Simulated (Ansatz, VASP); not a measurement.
## Ta4C3 in VASP and in Ansatz

The input POSCAR:

```
Ta4C3
1.0
    4.4247933841      0.0000000000      0.0221239669
    0.0000000000      4.4247933841      0.0000000000
    0.0221239669      0.0000000000      4.4247933841
Ta C
4 3
Direct
    0.0000000000      0.5000000000      0.5000000000
    0.5000000000      0.0000000000      0.5000000000
    0.5000000000      0.5000000000      0.0000000000
    0.0000000000      0.0000000000      0.0000000000
    0.5000000000      0.0000000000      0.0000000000
    0.0000000000      0.5000000000      0.0000000000
    0.0000000000      0.0000000000      0.5000000000
```

INCAR.step1

```
SYSTEM = Ta4C3
PREC     = Accurate       ! precision mode
ENCUT    = 520            ! plane-wave cutoff, eV
ISMEAR   = 0              ! smearing method
SIGMA    = 0.15           ! smearing width, eV
LREAL    = .FALSE.        ! projectors in reciprocal space
LASPH    = .TRUE.         ! aspherical terms in the spheres
NELM     = 80             ! most SCF steps
NBANDS   = 37             ! bands
GGA      = PE             ! functional
ALGO     = Normal         ! electronic algorithm
EDIFF    = 1E-4           ! SCF threshold, eV
LWAVE    = .TRUE.         ! write WAVECAR
LCHARG   = .FALSE.        ! write CHGCAR
```

INCAR.step2

```
SYSTEM = Ta4C3
PREC     = Accurate       ! precision mode
ENCUT    = 520            ! plane-wave cutoff, eV
EDIFF    = 1E-6           ! SCF threshold, eV
ISMEAR   = 0              ! smearing method
SIGMA    = 0.15           ! smearing width, eV
LREAL    = .FALSE.        ! projectors in reciprocal space
LASPH    = .TRUE.         ! aspherical terms in the spheres
NELM     = 80             ! most SCF steps
ALGO     = Normal         ! electronic algorithm
ISIF     = 2              ! what is computed and relaxed
LWAVE    = .FALSE.        ! write WAVECAR
LCHARG   = .FALSE.        ! write CHGCAR
METAGGA  = R2SCAN         ! meta-GGA
LMIXTAU  = .TRUE.       
NBANDS   = 37             ! bands
ISTART   = 1
```

The input KPOINTS:

```
Automatic mesh
0
G
  10 10 10
  0 0 0
```

Input for Ansatz:

```yaml
crystal:
  lattice:
    - [4.4247933841, 0.0, 0.0221239669]
    - [0.0, 4.4247933841, 0.0]
    - [0.0221239669, 0.0, 4.4247933841]
  atoms:
    - { symbol: Ta, position: [0.0, 0.5, 0.5] }
    - { symbol: Ta, position: [0.5, 0.0, 0.5] }
    - { symbol: Ta, position: [0.5, 0.5, 0.0] }
    - { symbol: Ta, position: [0.0, 0.0, 0.0] }
    - { symbol: C, position: [0.5, 0.0, 0.0] }
    - { symbol: C, position: [0.0, 0.5, 0.0] }
    - { symbol: C, position: [0.0, 0.0, 0.5] }
basis:
  ecutwfc: 500
kpoints:
  mp_grid: { grid: [10, 10, 10] }
hamiltonian:
  xc: r2scan
scf:
  occupations: { method: gaussian, width: 0.15 }
output:
  forces: true
  stress: true
  eigenvalues: true
```

Change from the starting cell: strain +0.0100 x Voigt [0, 0, 0, 0, 1, 0], atoms carried along.

Alike in both runs: task single point; functional r2SCAN; k mesh 10 × 10 × 10; occupations gaussian, width 0.15 eV; no spin polarisation.

|  | VASP | Ansatz |
| --- | --- | --- |
| version | VASP 6.6.1 | Ansatz 0.2.0 |
| potentials or method | VASP PAW PBE potentials, release 64 (Ta_pv, C), cutoff 520 eV | scalar-relativistic, plane waves, PAW |
| valence electrons in the cell | 56 | 64 |

VASP gave:

| Quantity | Value |
| --- | --- |
| gap on the k mesh at the Fermi level (eV) | none |
| pressure (GPa) | 1.1 |
| traceless stress, the component that is largest in VASP (GPa) | -1.24 |

**Question.** What did Ansatz give for the same quantities?

**Answer.** gap on the k mesh at the Fermi level (eV): none; pressure (GPa): 0.0; traceless stress, the component that is largest in VASP (GPa): -1.24.

VASP's potentials were made for PBE, not for r2SCAN. A gap of «none» marks a metal or a gap that the smearing closes. VASP's potentials hold 56 valence electrons a cell and Ansatz's 64, so a difference there can come from the potentials and not from the codes.

Neither program's run includes spin-orbit coupling.
